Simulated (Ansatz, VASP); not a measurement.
**AlN in VASP and in Ansatz**

```
Al N
1.0
     3.80767    0.00000    0.00000
     0.00000    3.80767    0.00000
     0.00000    0.00000    4.52407
Al N
2 2
Direct
  0.00000 0.50000 0.99998
  0.50000 0.00000 0.00002
  0.00000 0.00000 0.00000
  0.50000 0.50000 0.00000
```

Change from the starting cell: species swapped into the SnO type (P4/nmm, No. 129).

Alike in both runs: functional PBE; k mesh 6 × 6 × 4; occupations gaussian, width 0.1 eV; no spin polarisation.

Ansatz relaxed the structure, and its values are those at the end. VASP's run is a single point on that final structure, the one shown.

```csv
,VASP,Ansatz
version,VASP 6.6.1,Ansatz 0.2.0
potentials or method,"VASP PAW PBE potentials, release 64 (Al, N), cutoff 520 eV","scalar-relativistic, plane waves, PAW"
valence electrons in the cell,16,16
```

```csv
,VASP,Ansatz,Ansatz less VASP
gap on the k mesh at the Fermi level (eV),0.75,0.75,+0.001
least direct gap on the mesh (eV),0.75,0.75,+0.001
pressure (GPa),-0.1,0.0,+0.10
```

The functional is the same, so the differences come from potentials, cutoffs and numerics.
